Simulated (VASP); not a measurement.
Set up this calculation in VASP 6.6.1, as the native input.

- Task: single point
- Functional: PBEsol
- Potentials or basis: VASP PAW PBE potentials, release 64 (Ni, Ge_d)
- Cutoff: 520 eV
- k mesh: 12 × 12 × 12
- Occupations: fermi-dirac, width 0.05 eV
- Spin: no spin polarisation
- Dipole correction: no
- Further INCAR settings: ALGO = Normal; EDIFF = 1e-06; NBANDS = 30

The structure of Ni3Ge lies in POSCAR:

```
Ni3Ge
1.0
    3.5303341067      0.0000000000      0.0000000000
    0.0000000000      3.5303341067      0.0000000000
    0.0000000000      0.0000000000      3.5303341067
Ni Ge
3 1
Direct
    0.5000000000      0.0000000000      0.5000000000
    0.0000000000      0.5000000000      0.5000000000
    0.5000000000      0.5000000000      0.0000000000
    0.0000000000      0.0000000000      0.0000000000
```

One way to write it, as run:

INCAR

```
SYSTEM = Ni3Ge
PREC = Accurate ; ENCUT = 520
EDIFF = 1E-6 ; ISMEAR = -1
SIGMA = 0.05 ; LREAL = .FALSE.
LASPH = .TRUE. ; NELM = 60
ALGO = Normal ; ISIF = 2
LWAVE = .FALSE. ; LCHARG = .TRUE.
GGA = PS ; LELF = .TRUE.
LVHAR = .TRUE. ; NBANDS = 30
```

KPOINTS

```
Automatic mesh
0
G
  12 12 12
  0 0 0
```

Potentials or basis: VASP PAW PBE potentials, release 64 (Ni, Ge_d).

Launch:

```sh
$ cat potpaw_PBE.64/Ni/POTCAR potpaw_PBE.64/Ge_d/POTCAR > POTCAR
$ mpirun -np 1 vasp_std > vasp.out
```

It gave:

* Pressure: -0.6 GPa
* Band gap on the k mesh: zero (band 22 reaches 10.22 eV, above the bottom of band 23 at 9.99 eV)

Caveat: the PAW data sets were made with another functional, which shifts forces and pressure a little.

Run time: 3.5 min on 1 thread of AMD EPYC 7R43 64-Core Processor (Zen 3), with other jobs on the host, peak memory 0.18 GiB.
